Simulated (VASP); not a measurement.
Wanted: the native input for a VASP 6.6.1 run.

```
Task                   : single point
Functional             : PBE
Potentials or basis    : VASP PAW PBE potentials, release 64 (Si, O)
Cutoff                 : 520 eV
k mesh                 : 2 × 2 × 2
Occupations            : gaussian, width 0.02 eV
Spin                   : no spin polarisation
Dipole correction      : no
Further INCAR settings : LREAL = Auto; ALGO = Fast; EDIFF = 1e-06; NBANDS = 144
```

The structure of Si54O (a cell with a defect) lies in POSCAR:

```
Si54O
1.0
   -8.2051406323      0.0000000000      8.2051406323
   -8.2051406323     -8.2051406323      0.0000000000
    0.0000000000     -8.2051406323      8.2051406323
Si O
54 1
Direct
    0.2500178963      0.9168103677      0.2514978222
    0.2508339701      0.5818246407      0.2510797916
    0.2484330362      0.2514285973      0.2500659150
    0.2500592728      0.9168260286      0.5816477394
    0.2497501983      0.5833745836      0.5834496585
    0.2493628192      0.2496803031      0.5848355580
    0.2503490911      0.9154774838      0.9170884251
    0.2508186748      0.5818611422      0.9162567513
    0.2493568473      0.2496759156      0.9161422499
    0.5703386706      0.9168928769      0.2563874398
    0.5825959864      0.5829811108      0.2498832247
    0.5815429270      0.2512402398      0.2504246535
    0.5879552486      0.9174369870      0.5795037176
    0.5826074426      0.5829892764      0.5845567084
    0.5830802560      0.2501381258      0.5834121211
    0.5879361142      0.9174288214      0.9151648749
    0.5845078366      0.5867095051      0.9144011463
    0.5815587708      0.2512412148      0.9168089661
    0.9282177285      0.9261117317      0.2066004808
    0.9143539198      0.5741140477      0.2557585048
    0.9158945394      0.2492737896      0.2507039906
    0.9166248133      0.9171572843      0.5831361965
    0.9165863008      0.5887899692      0.5793366272
    0.9159080066      0.2493056599      0.5841294153
    0.9281568521      0.9260791302      0.9389057233
    0.9165793540      0.5887624255      0.9153259934
    0.9145778039      0.2552528462      0.9151011343
    0.1662018436      0.1671258984      0.1662878872
    0.1740720926      0.8296253904      0.1691705313
    0.1649467158      0.5020810958      0.1664818510
    0.1662174436      0.1671429609      0.5003700343
    0.1666128055      0.8333618894      0.5000233005
    0.1667304756      0.4994489654      0.5004418795
    0.1655633414      0.1660515719      0.8341966100
    0.1740690457      0.8296730434      0.8270985598
    0.1667257834      0.4994442732      0.8333980862
    0.4989181397      0.1672340014      0.1669307769
    0.4978804366      0.8329319760      0.1655374430
    0.5000492598      0.5004419405      0.1651411671
    0.4992764516      0.1674027980      0.4999312850
    0.4979247380      0.8329395931      0.5036544387
    0.4998390258      0.5001321347      0.5000290286
    0.4992721251      0.1673962777      0.8334282502
    0.5022515377      0.8363712223      0.8307059934
    0.5000452989      0.5004485827      0.8343844800
    0.8297514089      0.1719795020      0.1671312000
    0.8129449328      0.8179591065      0.1845513158
    0.8326227186      0.4978083476      0.1657913692
    0.8332082052      0.1669684362      0.4999312850
    0.8381615634      0.8387688656      0.4870582576
    0.8326359420      0.4978443616      0.5037656495
    0.8297804151      0.1719808426      0.8311428537
    0.8381543118      0.8387452828      0.8361051087
    0.8342139772      0.5049640446      0.8304164798
   -0.0104076217     -0.0348546128      0.0225030878
```

These files were run (other wordings do the same):

INCAR

```
PREC = Accurate ; ENCUT = 520
EDIFF = 1E-6 ; ISMEAR = 0
SIGMA = 0.02 ; LREAL = Auto
LASPH = T ; NELM = 60
ALGO = Fast ; ISIF = 2
LWAVE = F ; LCHARG = F
GGA = PE ; NBANDS = 144
```

KPOINTS

```
regular mesh
0
Gamma
  2 2 2
```

Potentials or basis: VASP PAW PBE potentials, release 64 (Si, O).

Run with:

```bash
$ cat potpaw_PBE.64/Si/POTCAR potpaw_PBE.64/O/POTCAR > POTCAR
$ mpirun -np 1 vasp_std > vasp.out
```

It gave:

The pressure is 0.5 GPa and the largest force is 0.046 eV/Å. The band gap on the k mesh is zero (bands 111 and 112 overlap by 0.18 eV).

Wall time 70 min on 1 thread of Oxide Virtual Turin-like Processor, with other jobs on the host, peak memory 1.7 GiB.
